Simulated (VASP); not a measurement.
The system is Cd.

```
CELL_PARAMETERS angstrom
0.00000 2.54747 3.48072
2.47720 0.00000 3.48072
2.47720 2.54747 0.00000
ATOMIC_POSITIONS crystal
Cd 0.25000 0.25000 0.25000
Cd 0.00000 0.00000 0.00000
```

| Quantity | Value |
| --- | --- |
| Program | VASP 6.6.1 |
| Task | relaxation of cell and atoms |
| Functional | PBE |
| Potentials or basis | VASP PAW PBE potentials, release 64 (Cd) |
| Cutoff | 600 eV |
| k mesh | 6 × 6 × 6 |
| Occupations | gaussian, width 0.1 eV |
| Spin | no spin polarisation |

At the start: pressure 29.6 GPa; volume 21.97 Å³/atom.

**Question.** Where does the relaxation end?

**Answer.** Over 14 steps the energy falls by 904.0 meV/atom and the volume is 24.78 Å³/atom (+12.8 %); space group Fddd (No. 70, to 0.05 Å).

Step by step:
```
step  energy change (eV)  largest force (eV/Å)  pressure (GPa)  volume (Å³)
   1              0.0000                0.0000           29.63        43.93
   2             -1.3763                0.0000           -2.72        74.67
   3             -1.4700                0.0000            0.15        63.15
   4             -1.4726                0.0000           -0.84        65.58
   5             -1.4735                0.0000           -0.60        64.96
   6             -1.5033                0.0000           -0.80        64.07
   7             -1.5874                0.0000           -1.36        61.25
   8             -1.7245                0.0000           -1.47        54.94
   9             -1.1203                0.0000           15.81        40.65
  10             -1.7313                0.0000           -1.38        54.32
  11             -1.8005                0.0000           -0.59        50.53
  12             -1.7418                0.0000            4.18        45.66
  13             -1.8076                0.0000            0.27        49.21
  14             -1.8080                0.0000           -0.04        49.57
```

Final structure:
```cif
data_structure
_symmetry_space_group_name_H-M 'P 1'
_symmetry_Int_Tables_number 1
_cell_length_a 5.6476
_cell_length_b 5.6344
_cell_length_c 3.0872
_cell_angle_alpha 74.356
_cell_angle_beta 73.883
_cell_angle_gamma 31.761
_cell_volume 49.57
loop_
_atom_site_label
_atom_site_type_symbol
_atom_site_fract_x
_atom_site_fract_y
_atom_site_fract_z
_atom_site_occupancy
Cd1 Cd 0.25000 0.25000 0.25000 1
Cd2 Cd 0.00000 0.00000 0.00000 1
```
